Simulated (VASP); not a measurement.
# Nb: single point with r2SCAN

Crystal: Nb.

```
CELL_PARAMETERS angstrom
2.78255 0.00000 0.00000
-1.39127 2.40976 0.00000
0.00000 0.00000 5.09677
ATOMIC_POSITIONS crystal
Nb 0.33333 0.66667 0.25000
Nb 0.66667 0.33333 0.75000
```

This isn't the form of Nb at room conditions, which is bcc.

```yaml
Program: VASP 6.6.1
Task: single point
Functional: r2SCAN
Potentials_or_basis: VASP PAW PBE potentials, release 64 (Nb_sv)
Cutoff: 520 eV
k_mesh: 14 × 14 × 7
Occupations: fermi-dirac, width 0.05 eV
Spin: collinear spin
Starting_moments: "[1.0, 1.0] μB"
```

- Pressure: 15.6 GPa
- Band gap on the k mesh: zero (filled and empty bands overlap)
- Net moment: 0.00 μB per cell
- Valence electrons inside the program's atomic spheres: Nb 10.81

Stress tensor (GPa, compression positive):
```
15.81  0.00  0.00
 0.00 15.81  0.00
 0.00  0.00 15.29
```

Levels at points of the mesh, in eV from the Fermi level:
Spin up:
| k point | band 11 | band 12 | band 13 | band 14 | band 15 | band 16 |
| --- | --- | --- | --- | --- | --- | --- |
| (0.00, 0.00, 0.00) | -1.25 | 0.34 | 0.34 | 0.55 | 0.86 | 0.86 |
| (0.50, 0.00, 0.00) | -3.77 | -0.63 | 0.39 | 0.42 | 0.89 | 5.24 |
Spin down:
| k point | band 11 | band 12 | band 13 | band 14 | band 15 | band 16 |
| --- | --- | --- | --- | --- | --- | --- |
| (0.00, 0.00, 0.00) | -1.25 | 0.34 | 0.34 | 0.55 | 0.86 | 0.86 |
| (0.50, 0.00, 0.00) | -3.77 | -0.63 | 0.39 | 0.42 | 0.89 | 5.24 |

Wall time 5.5 min on 1 thread of Intel(R) Xeon(R) 6975P-C (Granite Rapids), with other jobs on the host, peak memory 0.26 GiB.

Caveat: the cell stands under pressure; the PAW data sets were made with another functional, which shifts forces and pressure a little.
